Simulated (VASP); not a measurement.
Write the native input for VASP 6.6.1 that does the following.

```
Task                   : single point
Functional             : PBE
Potentials or basis    : VASP PAW PBE potentials, release 64 (Sn_d)
Cutoff                 : 520 eV
k mesh                 : 18 × 18 × 18
Occupations            : gaussian, width 0.1 eV
Spin                   : no spin polarisation
Dipole correction      : no
Further INCAR settings : ALGO = Normal; EDIFF = 1e-07; NBANDS = 13
```

The structure of Sn lies in POSCAR:

```
Sn
1.0
    3.2679012880      0.0000000000      0.0000000000
   -1.6339506440      2.8300855325      0.0000000000
    0.0000000000      0.0000000000      3.0726474986
Sn
1
Direct
    0.0000000000      0.0000000000      0.5000000000
```

The cell was built from a structure type or drawn by symmetry, and may not be a known phase.

One way to write it, as run:

INCAR

```
PREC = Accurate
ENCUT = 520
EDIFF = 1E-7
ISMEAR = 0
SIGMA = 0.1
LREAL = F
LASPH = T
NELM = 60
ALGO = Normal
ISIF = 2
LWAVE = F
LCHARG = F
GGA = PE
NBANDS = 13
```

KPOINTS

```
Automatic mesh
0
Gamma
  18 18 18
```

Potentials or basis: VASP PAW PBE potentials, release 64 (Sn_d).

Command:

```console
$ cat potpaw_PBE.64/Sn_d/POTCAR > POTCAR
$ mpirun -np 1 vasp_std > vasp.out
```

Results of the run:

The pressure is -0.1 GPa and the band gap on the k mesh is zero (bands 7 and 8 overlap by 7.92 eV).

Caveat: spin-orbit coupling is left out, which moves the levels of the heavy elements.

Wall time 69 s on 1 thread of Intel Xeon 8259CL, on a shared host, peak memory 0.24 GiB.
